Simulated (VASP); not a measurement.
# Fe in VASP: a series of runs, part 2 of 2

VASP 6.6.1.

## (4) Single point, PBEsol-based global hybrid with 25 % exact exchange, collinear spin, ferromagnetic start

This run uses another cell than the first one, of 12.02 Å³/atom.

POSCAR

```
Fe
1.0
   -1.4430000000      1.4430000000      1.4430000000
    1.4430000000     -1.4430000000      1.4430000000
    1.4430000000      1.4430000000     -1.4430000000
Fe
1
Direct
    0.0000000000      0.0000000000      0.0000000000
```

INCAR.step1

```
SYSTEM = Fe
PREC     = Accurate       ! precision mode
ENCUT    = 520            ! plane-wave cutoff, eV
EDIFF    = 1E-5           ! SCF threshold, eV
ISMEAR   = -1             ! smearing method
SIGMA    = 0.05           ! smearing width, eV
LREAL    = .False.        ! projectors in reciprocal space
LASPH    = .True.         ! aspherical terms in the spheres
NELM     = 150            ! most SCF steps
ALGO     = Normal         ! electronic algorithm
ISIF     = 2              ! what is computed and relaxed
LWAVE    = .True.         ! write WAVECAR
LCHARG   = .False.        ! write CHGCAR
ISPIN    = 2              ! spin polarisation
MAGMOM   = 3              ! initial moments
LORBIT   = 11             ! projections on sites
LMAXMIX  = 4              ! l up to which the mixer works
GGA      = PE             ! functional
NBANDS   = 14             ! bands
```

INCAR.step2

```
SYSTEM = Fe
PREC     = Accurate       ! precision mode
ENCUT    = 520            ! plane-wave cutoff, eV
EDIFF    = 1E-6           ! SCF threshold, eV
ISMEAR   = -1             ! smearing method
SIGMA    = 0.05           ! smearing width, eV
LREAL    = .False.        ! projectors in reciprocal space
LASPH    = .True.         ! aspherical terms in the spheres
NELM     = 150            ! most SCF steps
ALGO     = Normal         ! electronic algorithm
ISIF     = 2              ! what is computed and relaxed
LWAVE    = .False.        ! write WAVECAR
LCHARG   = .False.        ! write CHGCAR
ISPIN    = 2              ! spin polarisation
MAGMOM   = 3              ! initial moments
LORBIT   = 11             ! projections on sites
LMAXMIX  = 4              ! l up to which the mixer works
GGA      = PS             ! functional
LHFCALC  = .True.         ! exact exchange
AEXX     = 0.25           ! exact-exchange fraction
PRECFOCK = Normal       
ISTART   = 1            
NBANDS   = 14             ! bands
```

KPOINTS

```
Automatic mesh
0
Gamma
  7 7 7
  0 0 0
```

Potentials or basis: VASP PAW PBE potentials, release 64 (Fe).

Launch:

```console
$ cat potpaw_PBE.64/Fe/POTCAR > POTCAR
$ cp INCAR.step1 INCAR
$ mpirun -np 1 vasp_std > vasp.out
$ cp INCAR.step2 INCAR
$ mpirun -np 1 vasp_std > vasp.out
```

OUTCAR:

```text
SYSTEM = Fe
   PREC = Accurate
   ENCUT = 520
   EDIFF = 1E-6
   ISMEAR = -1
   LREAL = .False.
   LASPH = .True.
   NELM = 150
   ISIF = 2
   ISPIN = 2
   LORBIT = 11
   GGA = PS
   LHFCALC = .True.
   AEXX = 0.25
   PRECFOCK = Normal
   ISTART = 1

 ion  position               nearest neighbor table
   1  0.000  0.000  0.000-

  LATTYP: Found a body centered cubic cell.
 ALAT       =     2.8860000000

  Lattice vectors:

 A1 = (  -1.4430000000,   1.4430000000,   1.4430000000)
 A2 = (   1.4430000000,  -1.4430000000,   1.4430000000)
 A3 = (   1.4430000000,   1.4430000000,  -1.4430000000)

Analysis of symmetry for initial positions (statically):
=====================================================================
 Subroutine PRICEL returns:
 Original cell was already a primitive cell.

 Routine SETGRP: Setting up the symmetry group for a
 body centered cubic supercell.

 Subroutine GETGRP returns: Found 48 space group operations
 (whereof 48 operations were pure point group operations)
 out of a pool of 48 trial point group operations.

The static configuration has the point symmetry O_h .

Analysis of symmetry for dynamics (positions and initial velocities):
=====================================================================
 Subroutine PRICEL returns:
 Original cell was already a primitive cell.

 Routine SETGRP: Setting up the symmetry group for a
 body centered cubic supercell.

 Subroutine GETGRP returns: Found 48 space group operations
 (whereof 48 operations were pure point group operations)
 out of a pool of 48 trial point group operations.

The dynamic configuration has the point symmetry O_h .

Analysis of structural, dynamic, and magnetic symmetry:
=====================================================================
 Subroutine PRICEL returns:
 Original cell was already a primitive cell.

 Routine SETGRP: Setting up the symmetry group for a
 body centered cubic supercell.

 Subroutine GETGRP returns: Found 48 space group operations
 (whereof 48 operations were pure point group operations)
 out of a pool of 48 trial point group operations.

The overall configuration has the point symmetry O_h .

 Subroutine INISYM returns: Found 48 space group operations
 (whereof 48 operations are pure point group operations),
 and found     1 'primitive' translations

----------------------------------------------------------------------------------------

                                     Primitive cell

  volume of cell :      12.0187

  direct lattice vectors                    reciprocal lattice vectors
    -1.443000000  1.443000000  1.443000000     0.000000000  0.346500347  0.346500347
     1.443000000 -1.443000000  1.443000000     0.346500347  0.000000000  0.346500347
     1.443000000  1.443000000 -1.443000000     0.346500347  0.346500347  0.000000000

  length of vectors
     2.499349315  2.499349315  2.499349315     0.490025489  0.490025489  0.490025489

  position of ions in fractional coordinates (direct lattice)
     0.000000000  0.000000000  0.000000000

  ion indices of the primitive-cell ions
   primitive index   ion index
                 1           1

----------------------------------------------------------------------------------------

 KPOINTS: Automatic mesh

Automatic generation of k-mesh.
 Grid dimensions read from file:
 generate k-points for:    7    7    7

 Generating k-lattice:

[... 79 lines left out ...]
  Thomas-Fermi vector in A             =   2.549352
   LORBIT       =     11    0 simple, 1 ext, 2 COOP (PROOUT), +10 PAW based schemes
   GGA     = PS    functional components
   LHFCALC =     T    Hartree Fock is set to
   PRECFOCK=normal    Normal, Fast or Accurate (Low or Medium for compatibility)
   ENCUT4O =  -1.0   cutoff for four orbital integrals eV
   NKREDX  =     1    reduce k-point grid by
   NKREDY  =     1    reduce k-point grid by
   NKREDZ  =     1    reduce k-point grid by
   AEXX    =    0.2500 exact exchange contribution
   HFSCREEN=    0.0000 screening length (either q_TF or 0.3 A-1)
   HFSCREENC=   0.0000 screening length for correlation (either q_TF or 0.3 A-1)
   ENCUTFOCK=  -1.0 apply spherical cutoff to Coloumb kernel
   IVDW    =     0    specifies the selected vdW correction
   LEPSILON=     F    determine dielectric tensor
   LRPA    =     F    only Hartree local field effects (RPA)
 spin polarized calculation
  energy-cutoff  :      520.00
  volume of cell :       12.02
 maximum number of plane-waves:       333
  NGX = 14; NGY = 14; NGZ = 14

 number of electron       7.9999995 magnetization       2.8584597

 Free energy of the ion-electron system (eV)
  ---------------------------------------------------
  ext. energy  EPLUGINS =         0.00000000
  ---------------------------------------------------
  free energy    TOTEN  =       -12.99025705 eV

  energy without entropy =      -12.98810017  energy(sigma->0) =      -12.98917861

 E-fermi :   5.3833     XC(G=0): -10.1342

 val. band max:        4.9805213816   @ k =   0.1429   0.1429   0.0000
 cond. band min:       5.4277604205   @ k =  -0.2857   0.2857   0.1429
 fundamental gap:      0.4472390389
 Fermi energy:         5.3832626053

 spin component 1

 k-point     1 :       0.0000    0.0000    0.0000
  band No.  band energies     occupation
      1      -4.4947      1.00000
      2      -0.1251      1.00000
      3      -0.1251      1.00000
      4      -0.1251      1.00000
      5       1.1116      1.00000
      6       1.1116      1.00000
      7      31.2233      0.00000
      8      31.2233      0.00000
      9      31.2233      0.00000
     10      36.0854      0.00000
     11      36.0854      0.00000
     12      38.0639      0.00000
     13      38.0639      0.00000
     14      38.0640      0.00000
[... 308 lines left out ...]
  band No.  band energies     occupation
      1      -2.0206      1.00000
      2      -1.9862      1.00000
      3       1.9058      1.00000
      4       1.9058      1.00000
      5       2.0640      1.00000
      6      13.3051      0.00000
      7      16.6095      0.00000
      8      16.6095      0.00000
      9      21.5156      0.00000
     10      22.9743      0.00000
     11      27.9425      0.00000
     12      44.2117      0.00000
     13      49.2899      0.00000
     14      49.2899      0.00000
 Fermi energy:         5.3832626053

 spin component 2

 k-point     1 :       0.0000    0.0000    0.0000
  band No.  band energies     occupation
      1      -4.8905      1.00000
      2       6.6780      0.00000
      3       6.6780      0.00000
      4       6.6780      0.00000
      5       9.3820      0.00000
      6       9.3821      0.00000
      7      30.6434      0.00000
      8      30.6434      0.00000
      9      30.6434      0.00000
     10      36.3332      0.00000
     11      36.3332      0.00000
     12      39.3934      0.00000
     13      39.3934      0.00000
     14      39.3934      0.00000
[... 309 lines left out ...]
      1       2.1818      1.00000
      2       2.3944      1.00000
      3       9.2185      0.00000
      4       9.2185      0.00000
      5       9.6664      0.00000
      6      14.1937      0.00000
      7      16.9963      0.00000
      8      16.9963      0.00000
      9      23.7501      0.00000
     10      24.5918      0.00000
     11      28.9531      0.00000
     12      44.5029      0.00000
     13      49.8407      0.00000
     14      49.8407      0.00000

------------------------ aborting loop because EDIFF is reached ----------------------------------------

  FORCE on cell =-STRESS in cart. coord.  units (eV):
  Direction    XX          YY          ZZ          XY          YZ          ZX
  --------------------------------------------------------------------------------------
  -------------------------------------------------------------------------------------
  Total       -0.1392635     -0.1392635     -0.1392635      0.0000000      0.0000000     -0.0000000
  in kB      -18.5647409    -18.5647409    -18.5647409      0.0000000      0.0000000     -0.0000000
  external PRESSURE =     -18.5647409 kB  Pullay stress =       0.0000000 kB

 VOLUME and BASIS-vectors are now :
 -----------------------------------------------------------------------------
  energy-cutoff  :      520.00
  volume of cell :       12.02
      direct lattice vectors                 reciprocal lattice vectors
    -1.443000000  1.443000000  1.443000000     0.000000000  0.346500347  0.346500347
     1.443000000 -1.443000000  1.443000000     0.346500347  0.000000000  0.346500347
     1.443000000  1.443000000 -1.443000000     0.346500347  0.346500347  0.000000000

 POSITION                                       TOTAL-FORCE (eV/Angst)
 -----------------------------------------------------------------------------------
      0.00000      0.00000      0.00000         0.000000     -0.000000      0.000000
 -----------------------------------------------------------------------------------
    total drift:                               -0.000000      0.000000      0.000000

  FREE ENERGIE OF THE ION-ELECTRON SYSTEM (eV)
  ---------------------------------------------------
  free  energy   TOTEN  =       -12.9902570548 eV

  energy  without entropy=      -12.9881001701  energy(sigma->0) =      -12.98917861

 total charge

# of ion       s       p       d       tot
------------------------------------------
    1        0.485   0.544   6.158   7.186

 magnetization (x)

# of ion       s       p       d       tot
------------------------------------------
    1       -0.036  -0.142   3.090   2.912
```

It took 36 min on 1 thread of Intel Xeon Platinum 8375C at 2.90GHz (Ice Lake), shared host; peak memory 0.14 GiB.

What came out:

```
Free energy                                           : -12.9903 eV
Pressure                                              : -1.9 GPa
Net moment                                            : 2.86 μB per cell
Site moments                                          : Fe +2.91 μB
Valence electrons inside the program's atomic spheres : Fe 7.19
```

Caveat: the k points lie up to 0.44 Å⁻¹ apart; the PAW data sets were made with another functional, which shifts forces and pressure a little.

## (5) Single point, PBE, collinear spin, ferromagnetic start

This run uses another cell than the first one, of 13.00 Å³/atom.

INCAR

```
SYSTEM = Fe
PREC = Accurate
ENCUT = 600
EDIFF = 1E-6
ISMEAR = -1
SIGMA = 0.05
LREAL = .FALSE.
LASPH = .TRUE.
NELM = 200
ALGO = Normal
ISIF = 2
LWAVE = .FALSE.
LCHARG = .TRUE.
ISPIN = 2
MAGMOM = 3
LORBIT = 11
LMAXMIX = 4
GGA = PE
LELF = .TRUE.
LVHAR = .TRUE.
NBANDS = 18
GGA_COMPAT = .FALSE.
```

KPOINTS

```
Automatic mesh
0
G
  11 11 11
  0 0 0
```

POSCAR

```
Fe
1.0
   -1.5007200000      1.5007200000      1.4430000000
    1.5007200000     -1.5007200000      1.4430000000
    1.5007200000      1.5007200000     -1.4430000000
Fe
1
Direct
    0.0000000000      0.0000000000      0.0000000000
```

Potentials or basis: VASP PAW PBE potentials, release 64 (Fe_sv).

Launch:

```console
$ cat potpaw_PBE.64/Fe_sv/POTCAR > POTCAR
$ mpirun -np 1 vasp_std > vasp.out
```

Wall time 36 s (1 thread of Intel Xeon Platinum 8488C (Sapphire Rapids), shared host); peak memory 0.18 GiB.

Results (log left out):

| Item | Value |
| --- | --- |
| Free energy | -8.2547 eV |
| Pressure | -17.6 GPa |
| Net moment | 2.59 μB per cell |
| Site moments | Fe +2.60 μB |
| Valence electrons inside the program's atomic spheres | Fe 13.68 |

Stress tensor (GPa, compression positive):
```
-18.08   0.00   0.00
  0.00 -18.08   0.00
  0.00   0.00 -16.63
```

Levels at points of the mesh, in eV from the Fermi level:
Spin up:
```
           k point  band 6  band 7  band 8  band 9  band 10  band 11  band 12  band 13
(0.00, 0.00, 0.00)   -2.29   -2.15   -2.15   -1.25    -1.07    22.94    22.94    23.82
```
Spin down:
| k point | band 3 | band 4 | band 5 | band 6 | band 7 | band 8 | band 9 | band 10 | band 11 | band 12 |
| --- | --- | --- | --- | --- | --- | --- | --- | --- | --- | --- |
| (0.00, 0.00, 0.00) | -50.91 | -50.91 | -7.60 | 0.00 | 0.28 | 0.28 | 1.71 | 2.02 | 22.63 | 22.63 |

Caveat: the cell stands under tension.

## (6) Summary

| level | potentials or basis | fixed moment (μB) | cell | k mesh | cutoff (eV) | grid for exact exchange (PRECFOCK) | share of exact exchange | screening parameter | gap on the mesh (eV) | pressure (GPa) | moment (μB) |
| --- | --- | --- | --- | --- | --- | --- | --- | --- | --- | --- | --- |
| HSE06 | VASP PAW PBE potentials, release 64 (Fe) | - | a = 2.548 Å, angles 109.5°, 1 atom | 8 × 8 × 8 | 520 | Normal | 0.25 | 0.2079 1/Å | none | -6.7 | 2.78 |
| PBE | VASP PAW PBE potentials, release 64 (Fe_sv) | 4.5 | a = 2.499 Å, angles 109.5°, 1 atom | 11 × 11 × 11 | 600 | - | - | - | - | 80.3 | 4.50 |
| PBEsol-based global hybrid with 25 % exact exchange | VASP PAW PBE potentials, release 64 (Fe) | - | a = 2.499 Å, angles 109.5°, 1 atom | 7 × 7 × 7 | 520 | Normal | 0.25 | - | none | -1.9 | 2.86 |
| PBE | VASP PAW PBE potentials, release 64 (Fe_sv) | - | a = 2.566 Å, angles 108.4, 108.4, 111.6°, 1 atom | 11 × 11 × 11 | 600 | - | - | - | none | -17.6 | 2.59 |

Alike in all rows: task single point; spin collinear, ferromagnetic start; smearing fermi-dirac 0.05 eV.

Caveats: some runs use coarse meshes; the PAW data sets were made with another functional, which shifts forces and pressure a little (at least some runs); the cell stands under pressure (at least some runs); the total moment is fixed, so each spin has its own Fermi level and the state may be an excited one (at least some runs); the cell stands under tension (at least some runs).

Absolute energies hang on the potentials; compare differences alone.

The gap in the log of VASP goes by the Fermi energy; the results here count the filled bands.